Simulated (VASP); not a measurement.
# Hf3OF3 (Pm-3m) in VASP: notebook, part 2 of 2

VASP 6.6.1. The steps go on from the part before.

## Step 3: Single point, PBE

This run uses another cell than the first one, of 15.39 Å³/atom, 1.066 times its volume.

The input, INCAR:

```
SYSTEM = Hf3OF3
PREC = Accurate ; ENCUT = 520
EDIFF = 1E-6 ; ISMEAR = 0
SIGMA = 0.1 ; LREAL = .FALSE.
LASPH = .TRUE. ; NELM = 100
ALGO = Normal ; ISIF = 2
LWAVE = .FALSE. ; LCHARG = .FALSE.
GGA = PE ; NBANDS = 38
```

The input, KPOINTS:

```
regular mesh
0
G
  4 4 4
  0 0 0
```

The input, POSCAR:

```
Hf3OF3
1.0
    4.7586817400      0.0000000000      0.0000000000
    0.0000000000      4.7586817400      0.0000000000
    0.0000000000      0.0000000000      4.7586817400
Hf O F
3 1 3
Direct
    0.5000000000      0.0000000000      0.0000000000
    0.0000000000      0.5000000000      0.0000000000
    0.0000000000      0.0000000000      0.5000000000
    0.0000000000      0.0000000000      0.0000000000
    0.0000000000      0.5000000000      0.5000000000
    0.5000000000      0.0000000000      0.5000000000
    0.5000000000      0.5000000000      0.0000000000
```

Potentials or basis: VASP PAW PBE potentials, release 64 (Hf_pv, O, F).

Run with:

```sh
cat potpaw_PBE.64/Hf_pv/POTCAR potpaw_PBE.64/O/POTCAR potpaw_PBE.64/F/POTCAR > POTCAR
mpirun -np 1 vasp_std > vasp.out
```

OUTCAR:

```text
SYSTEM = Hf3OF3
   PREC = Accurate
   ENCUT = 520
   EDIFF = 1E-6
   ISMEAR = 0
   LREAL = .FALSE.
   LASPH = .TRUE.
   NELM = 100
   ISIF = 2
   GGA = PE

 ion  position               nearest neighbor table
   1  0.500  0.000  0.000-   4 2.38   6 2.38   7 2.38   6 2.38   7 2.38   4 2.38   3 3.36   2 3.36
                             2 3.36   2 3.36   3 3.36   3 3.36   3 3.36   2 3.36
   2  0.000  0.500  0.000-   4 2.38   5 2.38   7 2.38   5 2.38   4 2.38   7 2.38   3 3.36   1 3.36
                             3 3.36   1 3.36   3 3.36   1 3.36   3 3.36   1 3.36
   3  0.000  0.000  0.500-   4 2.38   5 2.38   6 2.38   4 2.38   5 2.38   6 2.38   2 3.36   2 3.36
                             2 3.36   1 3.36   2 3.36   1 3.36   1 3.36   1 3.36
   4  0.000  0.000  0.000-   1 2.38   2 2.38   3 2.38   3 2.38   2 2.38   1 2.38
   5  0.000  0.500  0.500-   2 2.38   3 2.38   2 2.38   3 2.38
   6  0.500  0.000  0.500-   1 2.38   3 2.38   1 2.38   3 2.38
   7  0.500  0.500  0.000-   1 2.38   2 2.38   1 2.38   2 2.38

  LATTYP: Found a simple cubic cell.
 ALAT       =     4.7586817400

  Lattice vectors:

 A1 = (   4.7586817400,   0.0000000000,   0.0000000000)
 A2 = (   0.0000000000,   4.7586817400,   0.0000000000)
 A3 = (   0.0000000000,   0.0000000000,   4.7586817400)

Analysis of symmetry for initial positions (statically):
=====================================================================
 Subroutine PRICEL returns:
 Original cell was already a primitive cell.

 Routine SETGRP: Setting up the symmetry group for a
 simple cubic supercell.

 Subroutine GETGRP returns: Found 48 space group operations
 (whereof 48 operations were pure point group operations)
 out of a pool of 48 trial point group operations.

The static configuration has the point symmetry O_h .

Analysis of symmetry for dynamics (positions and initial velocities):
=====================================================================
 Subroutine PRICEL returns:
 Original cell was already a primitive cell.

 Routine SETGRP: Setting up the symmetry group for a
 simple cubic supercell.

 Subroutine GETGRP returns: Found 48 space group operations
 (whereof 48 operations were pure point group operations)
 out of a pool of 48 trial point group operations.

The dynamic configuration has the point symmetry O_h .

 Subroutine INISYM returns: Found 48 space group operations
 (whereof 48 operations are pure point group operations),
 and found     1 'primitive' translations

----------------------------------------------------------------------------------------

                                     Primitive cell

  volume of cell :     107.7606

  direct lattice vectors                    reciprocal lattice vectors
     4.758681740  0.000000000  0.000000000     0.210142232  0.000000000  0.000000000
     0.000000000  4.758681740  0.000000000     0.000000000  0.210142232  0.000000000
     0.000000000  0.000000000  4.758681740     0.000000000  0.000000000  0.210142232

  length of vectors
[... 48 lines left out ...]
            Coordinates               Weight
  0.000000  0.000000  0.000000      1.000000
  0.250000  0.000000  0.000000      6.000000
  0.500000  0.000000  0.000000      3.000000
  0.250000  0.250000  0.000000     12.000000
  0.500000  0.250000  0.000000     12.000000
  0.500000  0.500000  0.000000      3.000000
  0.250000  0.250000  0.250000      8.000000
  0.500000  0.250000  0.250000     12.000000
  0.500000  0.500000  0.250000      6.000000
  0.500000  0.500000  0.500000      1.000000
   k-points           NKPTS =     10   k-points in BZ     NKDIM =     10   number of bands    NBANDS=     38
   number of dos      NEDOS =    301   number of ions     NIONS =      7
   total plane-waves  NPLWV =  46656
   dimension x,y,z NGX =    36 NGY =   36 NGZ =   36
   dimension x,y,z NGXF=    72 NGYF=   72 NGZF=   72
   ions per type =               3   1   3
   NGX,Y,Z   is equivalent  to a cutoff of  12.58, 12.58, 12.58 a.u.
   NGXF,Y,Z  is equivalent  to a cutoff of  25.15, 25.15, 25.15 a.u.
 SYSTEM =  Hf3OF3
   PREC   = accura    normal or accurate (medium, high low for compatibility)
   ISTART =      0    job   : 0-new  1-cont  2-samecut
   ICHARG =      2    charge: 1-file 2-atom 10-const
   ISPIN  =      1    spin polarized calculation?
   LNONCOLLINEAR =      F non collinear calculations
   LSORBIT =      F    spin-orbit coupling
   LASPH  =      T    aspherical Exc in radial PAW
   ENCUT  =  520.0 eV  38.22 Ry    6.18 a.u.   8.85  8.85  8.85*2*pi/ulx,y,z
   NELM   =    100;   NELMIN=  2; NELMDL= -5     # of ELM steps
   EDIFF  = 0.1E-05   stopping-criterion for ELM
   LREAL  =      F    real-space projection
   EDIFFG = 0.1E-04   stopping-criterion for IOM
   NSW    =      0    number of steps for IOM
   IBRION =     -1    ionic relax: 0-MD 1-quasi-New 2-CG
   NFREE  =      0    steps in history (QN), initial steepest desc. (CG)
   ISIF   =      2    stress and relaxation
   ISYM   =      2    0-nonsym 1-usesym 2-fastsym
   POTIM  = 0.5000    time-step for ionic-motion
   TEBEG  =    0.0;   TEEND  =   0.0 temperature during run
   PSTRESS=    0.0 pullay stress
   NELECT =      57.0000    total number of electrons
   NUPDOWN=      -1.0000    fix difference up-down
   EMIN   =  10.00;   EMAX   =-10.00  energy-range for DOS
   EFERMI =   0.00;   METHOD = LEGACY
   ISMEAR =     0;   SIGMA  =   0.10  broadening in eV -4-tet -1-fermi 0-gaus
   EFERMI_NEDOS =   21; number of points for ismear=-14 and -15
   IALGO  =     38    algorithm
   IMIX   =      4    mixing-type and parameters
     AMIX     =   0.40;   BMIX     =  1.00
     AMIX_MAG =   1.60;   BMIX_MAG =  1.00
  volume/ion in A,a.u.               =      15.39       103.89
  Fermi-wavevector in a.u.,A,eV,Ry     =   1.323975  2.501950 23.849786  1.752910
  Thomas-Fermi vector in A             =   2.453544
   LORBIT       =      0    0 simple, 1 ext, 2 COOP (PROOUT), +10 PAW based schemes
   GGA     = PE    functional components
   LHFCALC =     F    Hartree Fock is set to
   AEXX    =    0.0000 exact exchange contribution
   IVDW    =     0    specifies the selected vdW correction
   LEPSILON=     F    determine dielectric tensor
   LRPA    =     F    only Hartree local field effects (RPA)
 non-spin polarized calculation
 Gauss-broadening in eV      SIGMA  =   0.10
  energy-cutoff  :      520.00
  volume of cell :      107.76
 maximum number of plane-waves:      2945
 NGX is ok and might be reduce to    36
   NGX = 17   NGY = 17   NGZ = 17

 number of electron      56.9999952 magnetization

 Free energy of the ion-electron system (eV)
  ---------------------------------------------------
  ext. energy  EPLUGINS =         0.00000000
  ---------------------------------------------------
  free energy    TOTEN  =       -52.03483352 eV

  energy without entropy =      -51.99282522  energy(sigma->0) =      -52.01382937

 E-fermi :   5.6795     XC(G=0): -10.5830

 val. band max:        5.6455293855   @ k =   0.5000   0.5000   0.0000
 cond. band min:       5.7335426507   @ k =   0.5000   0.2500   0.2500
 fundamental gap:      0.0880132652
 Fermi energy:         5.6795302299

 k-point     1 :       0.0000    0.0000    0.0000
  band No.  band energies     occupation
      1     -27.1685      2.00000
      2     -27.1685      2.00000
      3     -27.1685      2.00000
      4     -27.0383      2.00000
      5     -27.0383      2.00000
      6     -27.0383      2.00000
[... 399 lines left out ...]
     37       8.3028      0.00000
     38       8.4924      0.00000

------------------------ aborting loop because EDIFF is reached ----------------------------------------

  FORCE on cell =-STRESS in cart. coord.  units (eV):
  Direction    XX          YY          ZZ          XY          YZ          ZX
  --------------------------------------------------------------------------------------
  -------------------------------------------------------------------------------------
  Total       -5.8700187     -5.8700187     -5.8700187      0.0000000      0.0000000     -0.0000000
  in kB      -87.2750461    -87.2750461    -87.2750461      0.0000000      0.0000000     -0.0000000
  external PRESSURE =     -87.2750461 kB  Pullay stress =       0.0000000 kB

 VOLUME and BASIS-vectors are now :
 -----------------------------------------------------------------------------
  energy-cutoff  :      520.00
  volume of cell :      107.76
      direct lattice vectors                 reciprocal lattice vectors
     4.758681740  0.000000000  0.000000000     0.210142232  0.000000000  0.000000000
     0.000000000  4.758681740  0.000000000     0.000000000  0.210142232  0.000000000
     0.000000000  0.000000000  4.758681740     0.000000000  0.000000000  0.210142232

 POSITION                                       TOTAL-FORCE (eV/Angst)
 -----------------------------------------------------------------------------------
      2.37934      0.00000      0.00000         0.000000      0.000000      0.000000
      0.00000      2.37934      0.00000         0.000000      0.000000      0.000000
      0.00000      0.00000      2.37934         0.000000      0.000000      0.000000
      0.00000      0.00000      0.00000         0.000000      0.000000      0.000000
      0.00000      2.37934      2.37934         0.000000      0.000000      0.000000
      2.37934      0.00000      2.37934         0.000000      0.000000      0.000000
      2.37934      2.37934      0.00000         0.000000      0.000000      0.000000
 -----------------------------------------------------------------------------------
    total drift:                                0.000000      0.000000      0.000000

  FREE ENERGIE OF THE ION-ELECTRON SYSTEM (eV)
  ---------------------------------------------------
  free  energy   TOTEN  =       -52.0348335247 eV

  energy  without entropy=      -51.9928252174  energy(sigma->0) =      -52.01382937
```

Run time: 63 s. Hardware: 1 thread of AMD EPYC 7R43 (Zen 3), shared host; peak memory 0.18 GiB.

What came out:

| Property | Result |
| --- | --- |
| Free energy | -52.0348 eV |
| Pressure | -8.7 GPa |

Levels at points of the mesh, in eV from the Fermi level:
| k point | band 25 | band 26 | band 27 | band 28 | band 29 | band 30 | band 31 | band 32 | band 33 | band 34 |
| --- | --- | --- | --- | --- | --- | --- | --- | --- | --- | --- |
| (0.00, 0.00, 0.00) | -6.42 | -3.12 | -2.79 | -2.79 | -2.79 | 0.45 | 0.45 | 0.72 | 0.72 | 0.72 |
| (0.50, 0.00, 0.00) | -6.69 | -2.44 | -1.33 | -0.70 | -0.70 | -0.34 | -0.04 | 0.38 | 0.38 | 1.38 |
| (0.50, 0.50, 0.00) | -6.99 | -0.28 | -0.06 | -0.06 | -0.03 | 0.12 | 0.12 | 0.43 | 0.93 | 1.22 |
| (0.50, 0.50, 0.50) | -7.57 | -0.25 | 0.33 | 0.33 | 0.33 | 1.48 | 1.48 | 1.48 | 1.98 | 1.98 |

Caveat: spin-orbit coupling is left out, which moves the levels of the heavy elements; an odd number of electrons without spin polarisation forces a metal; a magnetic or distorted state may lie lower.
